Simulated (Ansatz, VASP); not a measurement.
**Two plane-wave programs on C**

```xyz
12
Lattice="2.5161 0.0000 0.0000 -1.2581 2.1790 0.0000 0.0000 0.0000 12.4835" Properties=species:S:1:pos:R:3 pbc="T T T"
C     0.0000    0.0000    7.5483
C     0.0000    0.0000    3.3678
C     1.2581    0.7263    5.4588
C     1.2581    0.7263    9.6356
C     1.2581    0.7263    1.3039
C     0.0000    1.4527   11.6990
C     0.0000    0.0000    4.9352
C     0.0000    0.0000    9.1157
C     1.2581    0.7263    2.8479
C     1.2581    0.7263    7.0247
C     1.2581    0.7263   11.1796
C     0.0000    1.4527    0.7845
```

Alike in both runs: functional PBE; k mesh 6 × 6 × 2; occupations gaussian, width 0.1 eV; no spin polarisation.

Ansatz relaxed the structure, and its values are those at the end. VASP's run is a single point on that final structure, the one shown.

|  | VASP | Ansatz |
| --- | --- | --- |
| version | VASP 6.6.1 | Ansatz 0.2.0 |
| potentials or method | VASP PAW PBE potentials, release 64 (C), cutoff 520 eV | scalar-relativistic, plane waves, PAW |
| valence electrons in the cell | 48 | 48 |

Ansatz gave:

```
gap on the k mesh at the Fermi level (eV) : 4.26
least direct gap on the mesh (eV)         : 5.17
pressure (GPa)                            : 0.0
```

Task: Estimate VASP's values.

Result: gap on the k mesh at the Fermi level (eV): 4.25; least direct gap on the mesh (eV): 5.17; pressure (GPa): 0.7.

The k mesh is coarse, so the values compare programs but aren't converged.
